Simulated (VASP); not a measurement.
Runs of VASP 6.6.1 on Te. The structure is that of space group Fd-3m (No. 227), or close to it. The cells are those of the table. This isn't the form of Te at room conditions, which is trigonal, of chains.

```tsv
task	cell	k mesh	cutoff (eV)	gap on the mesh (eV)	pressure (GPa)
single point	a = 5.047 Å, angles 60.0°, 2 atoms	4 × 4 × 4	520	none	0.3
single point	a = 5.054 Å, angles 60.0°, 2 atoms	14 × 14 × 14	520	none	0.0
relaxation of cell and atoms	relaxed from a = 4.759 Å, angles 60.0°, 2 atoms	4 × 4 × 4	600	none	0.0
single point	a = 4.759 Å, angles 60.0°, 2 atoms	6 × 6 × 6	520	none	(a)
```

Alike in all rows: level r2SCAN; potentials or basis VASP PAW PBE potentials, release 64 (Te); no spin polarisation; smearing gaussian 0.1 eV.

Estimate the missing entries.

(a) 7.3.

Caveats: some runs use coarse meshes; the PAW data sets were made with another functional, which shifts forces and pressure a little; spin-orbit coupling is left out, which moves the levels of the heavy elements; the cell stands under pressure (at least some runs).

A k mesh can miss the band edges, and the runs leave out spin-orbit coupling on Te.

A gap of «none» marks levels without a gap at the run's occupations.
